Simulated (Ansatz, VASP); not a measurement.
Two plane-wave programs on Sr

```
Sr
1.0
    -2.72211    2.72211    1.92453
     2.72211   -2.72211    1.92453
     2.72211    2.72211   -1.92453
Sr
1
Direct
  0.00000 0.00000 0.00000
```

Alike in both runs: task single point; functional PBEsol; k mesh 16 × 16 × 16; occupations gaussian, width 0.15 eV; no spin polarisation.

```csv
,VASP,Ansatz
version,VASP 6.6.1,Ansatz 0.2.0
potentials or method,"VASP PAW PBE potentials, release 64 (Sr_sv), cutoff 520 eV","scalar-relativistic, plane waves, PAW"
valence electrons in the cell,10,10
```

```csv
,VASP,Ansatz,Ansatz less VASP
gap on the k mesh at the Fermi level (eV),none,none,-
pressure (GPa),-0.5,-0.5,-0.01
"traceless stress, the component that is largest in VASP (GPa)",3.22,3.22,-0.005
```

VASP's potentials were made for PBE, not for PBEsol. A gap of «none» marks a metal or a gap that the smearing closes. With one functional, cell and mesh, what is left measures potentials, basis and numerics.
